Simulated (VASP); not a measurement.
# CdPC2O6 (R-3) in VASP: a series of runs

The runs below take CdPC2O6 through single point, with PBE.

Program: VASP 6.6.1. These are calculated values, not measurements. Logs are shortened: lines on timing, memory, paths and dates and some standing lists are left out, and cuts for length are marked.

### Step 1. The cell of the first run

Symmetry: R-3, No. 148, trigonal system. Conventional cell: a = 4.789 Å, b = 4.789 Å, c = 15.679 Å, α = 90.00°, β = 90.00°, γ = 120.00°. Cd (site symmetry -3) has 6 O at 1.73 Å within 2.3 Å. Within 3.1 Å of P (site symmetry -3) lie 6 O at 2.16 Å and 6 C at 3.02 Å. C (site symmetry 3) has 12 O at 2.45 to 3.33 Å and 3 P at 3.02 Å and 3 Cd at 3.10 Å within 3.4 Å. O (site symmetry 1) has 1 Cd at 1.73 Å and 1 P at 2.16 Å and 4 O at 2.18 to 2.28 Å within 2.3 Å.

### Step 2. Single point, PBE

INCAR

```
ALGO = Normal ; EDIFF = 1E-6
ENCUT = 520 ; GGA = PE
ISIF = 2 ; ISMEAR = -5
LASPH = True ; LCHARG = True
LELF = True ; LREAL = False
LVHAR = True ; LWAVE = False
NBANDS = 42 ; NELM = 100
PREC = Accurate ; SIGMA = 0.1
```

KPOINTS

```
k-points
0
Gamma
  5 5 5
```

POSCAR

```
CdPC2O6
1.0
    2.3943720000      4.1471700000      0.0000000000
   -2.3943720000      4.1471700000      0.0000000000
    0.0000000000     -2.7647800000      5.2264870000
Cd P C O
1 1 2 6
Direct
    0.0000000000      0.0000000000      0.0000000000
    0.5000000000      0.5000000000      0.5000000000
    0.2435000000      0.2435000000      0.7305000000
    0.7565000000      0.7565000000      0.2695000000
    0.7618000000      0.7662000000      0.8367000000
    0.3087000000      0.7618000000      0.8367000000
    0.7662000000      0.3087000000      0.8367000000
    0.2382000000      0.2338000000      0.1633000000
    0.6913000000      0.2382000000      0.1633000000
    0.2338000000      0.6913000000      0.1633000000
```

Potentials or basis: VASP PAW PBE potentials, release 64 (Cd, P, C, O).

Started as:

```sh
$ cat potpaw_PBE.64/Cd/POTCAR potpaw_PBE.64/P/POTCAR potpaw_PBE.64/C/POTCAR potpaw_PBE.64/O/POTCAR > POTCAR
$ mpirun -np 1 vasp_std > vasp.out
```

OUTCAR:

```text
EDIFF = 1E-6
   ENCUT = 520
   GGA = PE
   ISIF = 2
   ISMEAR = -5
   LASPH = True
   LREAL = False
   NELM = 100
   PREC = Accurate

 ion  position               nearest neighbor table
   1  0.000  0.000  0.000-   5 1.73   8 1.73   7 1.73  10 1.73   9 1.73   6 1.73
   2  0.500  0.500  0.500-   5 2.16   8 2.16   6 2.16   9 2.16   7 2.16  10 2.16
   3  0.243  0.243  0.730-
   4  0.757  0.757  0.270-
   5  0.762  0.766  0.837-   1 1.73   2 2.16
   6  0.309  0.762  0.837-   1 1.73   2 2.16
   7  0.766  0.309  0.837-   1 1.73   2 2.16
   8  0.238  0.234  0.163-   1 1.73   2 2.16
   9  0.691  0.238  0.163-   1 1.73   2 2.16
  10  0.234  0.691  0.163-   1 1.73   2 2.16

  LATTYP: Found a trigonal (rhomboedric) cell.
 ALAT       =     5.9127139071
 COS(alpha) =     0.6720259260

  Lattice vectors:

 A1 = (   2.3943720000,   1.3823900000,   5.2264870000)
 A2 = (  -2.3943720000,   1.3823900000,   5.2264870000)
 A3 = (   0.0000000000,  -2.7647800000,   5.2264870000)

Analysis of symmetry for initial positions (statically):
=====================================================================
 Subroutine PRICEL returns:
 Original cell was already a primitive cell.

 Routine SETGRP: Setting up the symmetry group for a
 trigonal (rhombohedral) supercell.

 Subroutine GETGRP returns: Found  6 space group operations
 (whereof  6 operations were pure point group operations)
 out of a pool of 12 trial point group operations.

The static configuration has the point symmetry S_6 .

Analysis of symmetry for dynamics (positions and initial velocities):
=====================================================================
 Subroutine PRICEL returns:
 Original cell was already a primitive cell.

 Routine SETGRP: Setting up the symmetry group for a
 trigonal (rhombohedral) supercell.

 Subroutine GETGRP returns: Found  6 space group operations
 (whereof  6 operations were pure point group operations)
 out of a pool of 12 trial point group operations.

The dynamic configuration has the point symmetry S_6 .

 Subroutine INISYM returns: Found  6 space group operations
 (whereof  6 operations are pure point group operations),
 and found     1 'primitive' translations

[... 115 lines left out ...]
   NFREE  =      0    steps in history (QN), initial steepest desc. (CG)
   ISIF   =      2    stress and relaxation
   ISYM   =      2    0-nonsym 1-usesym 2-fastsym
   POTIM  = 0.5000    time-step for ionic-motion
   TEBEG  =    0.0;   TEEND  =   0.0 temperature during run
   PSTRESS=    0.0 pullay stress
   NELECT =      61.0000    total number of electrons
   NUPDOWN=      -1.0000    fix difference up-down
   EMIN   =  10.00;   EMAX   =-10.00  energy-range for DOS
   EFERMI =   0.00;   METHOD = LEGACY
   ISMEAR =    -5;   SIGMA  =   0.10  broadening in eV -4-tet -1-fermi 0-gaus
   EFERMI_NEDOS =   21; number of points for ismear=-14 and -15
   IALGO  =     38    algorithm
   IMIX   =      4    mixing-type and parameters
     AMIX     =   0.40;   BMIX     =  1.00
     AMIX_MAG =   1.60;   BMIX_MAG =  1.00
  volume/ion in A,a.u.               =      10.38        70.05
  Fermi-wavevector in a.u.,A,eV,Ry     =   1.371272  2.591329 25.584224  1.880387
  Thomas-Fermi vector in A             =   2.496984
   LORBIT       =      0    0 simple, 1 ext, 2 COOP (PROOUT), +10 PAW based schemes
   GGA     = PE    functional components
   LHFCALC =     F    Hartree Fock is set to
   AEXX    =    0.0000 exact exchange contribution
   IVDW    =     0    specifies the selected vdW correction
   LEPSILON=     F    determine dielectric tensor
   LRPA    =     F    only Hartree local field effects (RPA)
 non-spin polarized calculation
 Fermi weights with tetrahedron method with Bloechl corrections
  energy-cutoff  :      520.00
  volume of cell :      103.80
 maximum number of plane-waves:      2819
   NGX = 17   NGY = 17   NGZ = 21

 number of electron      61.0000000 magnetization

 Free energy of the ion-electron system (eV)
  ---------------------------------------------------
  ext. energy  EPLUGINS =         0.00000000
  ---------------------------------------------------
  free energy    TOTEN  =       -26.61709118 eV

  energy without entropy =      -26.61709118  energy(sigma->0) =      -26.61709118

 E-fermi :   3.6537     XC(G=0): -11.1528

 val. band max:        3.6333267609   @ k =  -0.4000   0.4000   0.0000
 cond. band min:       3.5878623080   @ k =   0.4000   0.4000   0.2000
 fundamental gap:     -0.0454644529
 Fermi energy:         3.6537170943

 k-point     1 :       0.0000    0.0000    0.0000
  band No.  band energies     occupation
      1     -17.3800      2.00000
      2     -15.6291      2.00000
      3     -15.6291      2.00000
      4     -15.0527      2.00000
      5     -14.3405      2.00000
      6     -14.3405      2.00000
[... 1024 lines left out ...]
     41       8.6548      0.00000
     42      13.9322      0.00000

------------------------ aborting loop because EDIFF is reached ----------------------------------------

  FORCE on cell =-STRESS in cart. coord.  units (eV):
  Direction    XX          YY          ZZ          XY          YZ          ZX
  --------------------------------------------------------------------------------------
  -------------------------------------------------------------------------------------
  Total       44.0146791     44.0145951     15.0600133     -0.0000013     -0.0000000      0.0000000
  in kB      679.3988200    679.3975238    232.4623391     -0.0000197     -0.0000000      0.0000000
  external PRESSURE =     530.4195609 kB  Pullay stress =       0.0000000 kB

 VOLUME and BASIS-vectors are now :
 -----------------------------------------------------------------------------
  energy-cutoff  :      520.00
  volume of cell :      103.80
      direct lattice vectors                 reciprocal lattice vectors
     2.394372000  4.147170000  0.000000000     0.208823023  0.120564144  0.063777703
    -2.394372000  4.147170000  0.000000000    -0.208823023  0.120564144  0.063777703
     0.000000000 -2.764780000  5.226487000     0.000000000  0.000000000  0.191333108

 POSITION                                       TOTAL-FORCE (eV/Angst)
 -----------------------------------------------------------------------------------
      0.00000      0.00000      0.00000         0.000000      0.000000     -0.000000
      0.00000      2.76478      2.61324        -0.000000      0.000000     -0.000000
      0.00000     -0.00000      3.81795         0.000000     -0.000000      1.440803
      0.00000      5.52956      1.40854         0.000000     -0.000000     -1.440803
     -0.01054      4.02358      4.37300        -0.184709     -7.713412     -7.277128
     -1.08489      2.12625      4.37300         6.772372      3.696743     -7.277128
      1.09543      2.14450      4.37300        -6.587663      4.016669     -7.277128
      0.01054      1.50598      0.85349         0.184709      7.713412      7.277128
      1.08489      3.40331      0.85349        -6.772372     -3.696743      7.277128
     -1.09543      3.38506      0.85349         6.587663     -4.016669      7.277128
 -----------------------------------------------------------------------------------
    total drift:                                0.000000     -0.000000      0.000000

  FREE ENERGIE OF THE ION-ELECTRON SYSTEM (eV)
  ---------------------------------------------------
  free  energy   TOTEN  =       -26.6170911752 eV

  energy  without entropy=      -26.6170911752  energy(sigma->0) =      -26.61709118
```

OSZICAR:

```text
N       E                     dE             d eps       ncg     rms          rms(c)
DAV:   1     0.413027415725E+03    0.41303E+03   -0.33358E+04  1964   0.141E+03
DAV:   2    -0.100728905313E+02   -0.42310E+03   -0.38945E+03  2312   0.338E+02
[... 10 lines left out ...]
DAV:  13    -0.266170839941E+02   -0.14171E-03   -0.51603E-04  2020   0.175E-01    0.869E-02
DAV:  14    -0.266170710244E+02    0.12970E-04   -0.21900E-05  2106   0.322E-02    0.189E-02
DAV:  15    -0.266170791343E+02   -0.81100E-05   -0.10897E-05  2054   0.263E-02    0.878E-03
DAV:  16    -0.266170962039E+02   -0.17070E-04   -0.30672E-06  1814   0.808E-03    0.309E-03
DAV:  17    -0.266170906706E+02    0.55333E-05   -0.44249E-07  1084   0.330E-03    0.141E-03
DAV:  18    -0.266170919547E+02   -0.12841E-05   -0.44792E-08  1074   0.113E-03    0.482E-04
DAV:  19    -0.266170911752E+02    0.77952E-06   -0.72596E-09  1072   0.415E-04
   1 F= -.26617091E+02 E0= -.26617091E+02  d E =0.000000E+00
```

stdout:

```text
POSCAR found type information on POSCAR CdP C O
 POSCAR found :  4 types and      10 ions
 scaLAPACK will be used
 LDA part: xc-table for (Slater+PW92), standard interpolation
 POSCAR, INCAR and KPOINTS ok, starting setup
 FFT: planning ... GRIDC
 FFT: planning ... GRID_SOFT
 FFT: planning ... GRID
 WAVECAR not read
 entering main loop
 -----------------------------------------------------------------------------
|                                                                             |
|           W    W    AA    RRRRR   N    N  II  N    N   GGGG   !!!           |
|           W    W   A  A   R    R  NN   N  II  NN   N  G    G  !!!           |
|           W    W  A    A  R    R  N N  N  II  N N  N  G       !!!           |
|           W WW W  AAAAAA  RRRRR   N  N N  II  N  N N  G  GGG   !            |
|           WW  WW  A    A  R   R   N   NN  II  N   NN  G    G                |
|           W    W  A    A  R    R  N    N  II  N    N   GGGG   !!!           |
|                                                                             |
|     Tetrahedron method does not include variations of the Fermi             |
|     occupations, so forces and stress will be inaccurate. We suggest        |
|     using a different smearing scheme ISMEAR = 1 or 2 for metals in         |
|     relaxations.                                                            |
|                                                                             |
 -----------------------------------------------------------------------------
```

Wall time 4.1 min (1 thread of AMD EPYC 7R13, shared host); peak memory 0.26 GiB.

What came out:

```
Free energy            : -26.6171 eV
Pressure               : 53.0 GPa
Largest force          : 10.606 eV/Å
Band gap on the k mesh : zero (an odd number of electrons rules out a gap without spin polarisation)
```

Forces on the atoms (eV/Å):
```
Cd   0.000  0.000  0.000
P    0.000  0.000  0.000
C    0.000  0.000  1.441
C    0.000  0.000 -1.441
O   -0.185 -7.713 -7.277
O    6.772  3.697 -7.277
O   -6.588  4.017 -7.277
O    0.185  7.713  7.277
O   -6.772 -3.697  7.277
O    6.588 -4.017  7.277
```

Levels at points of the mesh, in eV from the Fermi level:
```
           k point  band 26  band 27  band 28  band 29  band 30  band 31  band 32  band 33  band 34  band 35
(0.00, 0.00, 0.00)    -1.02    -1.02    -0.94    -0.94    -0.03     0.41     0.64     1.13     1.13     1.44
```

Caveat: the stress differs along the axes, from 23 to 68 GPa; an odd number of electrons without spin polarisation forces a metal; a magnetic or distorted state may lie lower; tetrahedron occupations give inexact forces and stress in metals.

### Step 3. Single point, PBE

INCAR

```
SYSTEM = CdPC2O6
PREC = Accurate
ENCUT = 520
EDIFF = 1E-6
ISMEAR = -5
SIGMA = 0.1
LREAL = .FALSE.
LASPH = .TRUE.
NELM = 80
ALGO = Normal
ISIF = 2
LWAVE = .FALSE.
LCHARG = .FALSE.
GGA = PE
NBANDS = 42
```

KPOINTS

```
regular mesh
0
G
  5 5 5
  0 0 0
```

POSCAR is that of step 2.

Potentials or basis: VASP PAW PBE potentials, release 64 (Cd, P, C, O).

Started as:

```sh
$ cat potpaw_PBE.64/Cd/POTCAR potpaw_PBE.64/P/POTCAR potpaw_PBE.64/C/POTCAR potpaw_PBE.64/O/POTCAR > POTCAR
$ mpirun -np 1 vasp_std > vasp.out
```

Run time: 3.9 min. Hardware: 1 thread of AMD EPYC 7R13, shared host; peak memory 0.26 GiB.

Results (log left out):

| Quantity | Value |
| --- | --- |
| Free energy | -26.6171 eV |
| Pressure | 53.0 GPa |
| Largest force | 10.606 eV/Å |
| Band gap on the k mesh | zero (an odd number of electrons rules out a gap without spin polarisation) |

Forces on the atoms (eV/Å):
```
Cd   0.000  0.000  0.000
P    0.000  0.000  0.000
C    0.000  0.000  1.441
C    0.000  0.000 -1.441
O   -0.185 -7.713 -7.277
O    6.772  3.697 -7.277
O   -6.588  4.017 -7.277
O    0.185  7.713  7.277
O   -6.772 -3.697  7.277
O    6.588 -4.017  7.277
```

Stress tensor (GPa, compression positive):
```
67.94  0.00  0.00
 0.00 67.94  0.00
 0.00  0.00 23.25
```

Levels at points of the mesh, in eV from the Fermi level:
```tsv
k point	band 27	band 28	band 29	band 30	band 31	band 32	band 33	band 34
(0.00, 0.00, 0.00)	-1.02	-0.94	-0.94	-0.03	0.41	0.64	1.13	1.13
```

Caveat: the stress differs along the axes, from 23 to 68 GPa; an odd number of electrons without spin polarisation forces a metal; a magnetic or distorted state may lie lower; tetrahedron occupations give inexact forces and stress in metals.
